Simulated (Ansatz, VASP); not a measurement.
## Two plane-wave programs on RhO3

The input INCAR:

```
SYSTEM = RhO3
PREC = Accurate
ENCUT = 520
EDIFF = 1E-6
ISMEAR = 0
SIGMA = 0.1
LREAL = .False.
LASPH = .True.
NELM = 150
ALGO = Normal
ISIF = 2
LWAVE = .False.
LCHARG = .False.
ISPIN = 2
MAGMOM = 1 0 0 0
LORBIT = 11
LMAXMIX = 4
GGA = PE
NBANDS = 28
```

File KPOINTS:

```
regular mesh
0
Gamma
  8 8 8
  0 0 0
```

File POSCAR:

```
RhO3
1.0
   -1.5856597184      1.5856597184      3.5419931373
    1.5856597184     -1.5856597184      3.5419931373
    1.5856597184      1.5856597184     -3.5419931373
Rh O
1 3
Direct
    0.0000000000      0.0000000000      0.0000000000
    0.5000000000      0.5000000000      0.0000000000
    0.2500000000      0.7500000000      0.5000000000
    0.7500000000      0.2500000000      0.5000000000
```

Input for Ansatz:

```yaml
crystal:
  lattice:
    - [-1.5856597184, 1.5856597184, 3.5419931373]
    - [1.5856597184, -1.5856597184, 3.5419931373]
    - [1.5856597184, 1.5856597184, -3.5419931373]
  atoms:
    - { symbol: Rh, position: [0.0, 0.0, 0.0], spin: 1.0 }
    - { symbol: O, position: [0.5, 0.5, 0.0] }
    - { symbol: O, position: [0.25, 0.75, 0.5] }
    - { symbol: O, position: [0.75, 0.25, 0.5] }
basis:
  ecutwfc: 420
kpoints:
  mp_grid: { grid: [8, 8, 8] }
hamiltonian:
  xc: pbe
scf:
  occupations: { method: gaussian, width: 0.1 }
  lower_state_search: "off"
output:
  forces: true
  stress: true
  eigenvalues: true
  populations: true
magnetization:
  spin_polarized: true
```

Alike in both runs: task single point; functional PBE; k mesh 8 × 8 × 8; occupations gaussian, width 0.1 eV; collinear spin.

|  | VASP | Ansatz |
| --- | --- | --- |
| version | VASP 6.6.1 | Ansatz 0.2.0 |
| potentials or method | VASP PAW PBE potentials, release 64 (Rh_pv, O), cutoff 520 eV | scalar-relativistic, plane waves, PAW |
| valence electrons in the cell | 33 | 35 |

```tsv
	VASP	Ansatz	Ansatz less VASP
gap on the k mesh at the Fermi level (eV)	none	none	-
pressure (GPa)	1.5	1.5	0.00
traceless stress, the component that is largest in VASP (GPa)	-9.06	-9.11	-0.058
net moment per atom (μB)	0.39	0.38	-0.010
size of the moment on the site where the two differ most (μB)	0.46	0.49	+0.030
```

Site moments also hang on the region over which each program counts them. A gap of «none» marks a metal or a gap that the smearing closes. VASP's potentials hold 33 valence electrons a cell and Ansatz's 35, so a difference there can come from the potentials and not from the codes.
